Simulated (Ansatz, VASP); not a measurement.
## Ge2Sb2Te5 in VASP and in Ansatz

```
Te Sb Ge
1.0
     4.29406    0.00000    0.00000
    -2.14703    3.71877    0.00000
     0.00000    0.00000   17.10135
Te Sb Ge
5 2 2
Direct
  0.66667 0.33333 0.41989
  0.33333 0.66667 0.58011
  0.33333 0.66667 0.20154
  0.66667 0.33333 0.79846
  0.00000 0.00000 0.00000
  0.00000 0.00000 0.32007
  0.00000 0.00000 0.67993
  0.66667 0.33333 0.10290
  0.33333 0.66667 0.89711
```

Alike in both runs: functional revPBE; k mesh 7 × 7 × 2; occupations fermi-dirac, width 0.05 eV; no spin polarisation.

```csv
,VASP,Ansatz
version,VASP 6.6.1,Ansatz 0.2.0
potentials or method,"VASP PAW PBE potentials, release 64 (Te, Sb, Ge_d)",Ansatz PAW
plane-wave cutoff (eV),520,420
valence electrons in the cell,68,138
task,single point,band structure
```

```csv
,VASP,Ansatz,Ansatz less VASP
gap on the k mesh at the Fermi level (eV),0.27,0.27,+0.006
least direct gap on the mesh (eV),0.27,0.27,+0.006
pressure (GPa),1.3,1.3,+0.04
"traceless stress, the component that is largest in VASP (GPa)",0.05,0.05,-0.004
rms of the force components (eV/Å),0.037,0.036,-0.0013
```

VASP's potentials were made for PBE, not for revPBE. Atom by atom the forces differ by 0.007 eV/Å (rms over components). The functional is the same, so the differences come from potentials, cutoffs and numerics. VASP's potentials hold 68 valence electrons a cell and Ansatz's 138, so a difference there can come from the potentials and not from the codes.

Neither program's run includes spin-orbit coupling.
